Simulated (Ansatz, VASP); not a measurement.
BaCaS2: VASP beside Ansatz

INCAR

```
PREC = Accurate ; ENCUT = 520
EDIFF = 1E-6 ; ISMEAR = 0
SIGMA = 0.01 ; LREAL = F
LASPH = T ; NELM = 100
ALGO = Normal ; ISIF = 2
LWAVE = F ; LCHARG = F
GGA = PE ; NBANDS = 24
```

Contents of KPOINTS:

```
Automatic mesh
0
Gamma
  6 6 6
```

The input POSCAR:

```
BaCaS2
1.0
    2.1845252376      1.2612362340      7.1800986864
   -2.1845252376      1.2612362340      7.1800986864
    0.0000000000     -2.5224724679      7.1800986864
Ca Ba S
1 1 2
Direct
    1.0000000000      0.0000000000      0.0000000000
    0.5000000000      0.5000000000      0.5000000000
    0.2588089446      0.2588089446      0.2588089446
    0.7411910554      0.7411910554      0.7411910554
```

Input for Ansatz:

```yaml
crystal:
  lattice:
    - [2.1845252376, 1.261236234, 7.1800986864]
    - [-2.1845252376, 1.261236234, 7.1800986864]
    - [0.0, -2.5224724679, 7.1800986864]
  atoms:
    - { symbol: Ca, position: [1.0, 0.0, 0.0] }
    - { symbol: Ba, position: [0.5, 0.5, 0.5] }
    - { symbol: S, position: [0.2588089446, 0.2588089446, 0.2588089446] }
    - { symbol: S, position: [0.7411910554, 0.7411910554, 0.7411910554] }
kpoints:
  mp_grid: { grid: [6, 6, 6] }
hamiltonian:
  xc: pbe
scf:
  occupations: { method: fixed }
  n_extra_bands: 5
output:
  forces: true
  stress: true
  eigenvalues: true
```

Alike in both runs: task single point; functional PBE; k mesh 6 × 6 × 6; no spin polarisation.

|  | VASP | Ansatz |
| --- | --- | --- |
| version | VASP 6.6.1 | Ansatz 0.2.0 |
| potentials or method | VASP PAW PBE potentials, release 64 (Ca_sv, Ba_sv, S) | plane waves, PAW |
| plane-wave cutoff (eV) | 520 | 420 |
| occupations | gaussian, width 0.01 eV | fixed |
| valence electrons in the cell | 32 | 32 |

Ansatz gave:

| Property | Result |
| --- | --- |
| gap on the k mesh at the Fermi level (eV) | 2.23 |
| pressure (GPa) | -2.5 |
| traceless stress, the component that is largest in VASP (GPa) | -0.09 |
| rms of the force components (eV/Å) | 0.023 |

Estimate VASP's values.

gap on the k mesh at the Fermi level (eV): 2.17; pressure (GPa): -2.1; traceless stress, the component that is largest in VASP (GPa): -0.08; rms of the force components (eV/Å): 0.001.

Atom by atom the forces differ by 0.023 eV/Å (rms over components).

Spin-orbit coupling is off throughout.
